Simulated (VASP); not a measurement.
Set up this calculation in VASP 6.6.1, as the native input.

* Task: single point
* Functional: LDA
* Potentials or basis: VASP PAW LDA potentials, release 64 (Zn)
* Cutoff: 520 eV
* k mesh: 13 × 13 × 9
* Occupations: fermi-dirac, width 0.1 eV
* Spin: no spin polarisation
* Dipole correction: no
* Further INCAR settings: ALGO = Normal; EDIFF = 1e-06; NBANDS = 19; ISYM = 0

The structure of Zn lies in POSCAR:

```
Zn
1.0
   -1.9073169702      1.5963266044      1.2802770046
    1.5963266044     -1.9073169702      1.2802770046
    3.2340680636      3.2340680636     -1.8498564291
Zn
2
Direct
    0.9505988317      0.0494011683      1.0000000000
    0.7994011683      0.2005988317      0.5000000000
```

One way to write it, as run:

INCAR

```
SYSTEM = Zn
PREC     = Accurate       ! precision mode
ENCUT    = 520            ! plane-wave cutoff, eV
EDIFF    = 1E-6           ! SCF threshold, eV
ISMEAR   = -1             ! smearing method
SIGMA    = 0.1            ! smearing width, eV
LREAL    = .FALSE.        ! projectors in reciprocal space
LASPH    = .TRUE.         ! aspherical terms in the spheres
NELM     = 80             ! most SCF steps
ALGO     = Normal         ! electronic algorithm
ISIF     = 2              ! what is computed and relaxed
LWAVE    = .FALSE.        ! write WAVECAR
LCHARG   = .FALSE.        ! write CHGCAR
GGA      = CA             ! functional
NBANDS   = 19             ! bands
ISYM     = 0
```

KPOINTS

```
regular mesh
0
G
  13 13 9
  0 0 0
```

Potentials or basis: VASP PAW LDA potentials, release 64 (Zn).

The run is started by

```console
$ cat potpaw_LDA.64/Zn/POTCAR > POTCAR
$ mpirun -np 1 vasp_std > vasp.out
```

Results of the run:

```yaml
Pressure: 0.7 GPa
Largest_force: 0.006 eV/Å
Band_gap_on_the_k_mesh: zero (bands 12 and 13 overlap by 2.65 eV)
```

It took 3 min on 1 thread of Intel(R) Xeon(R) Platinum 8488C (Sapphire Rapids), on a shared host, peak memory 0.4 GiB.
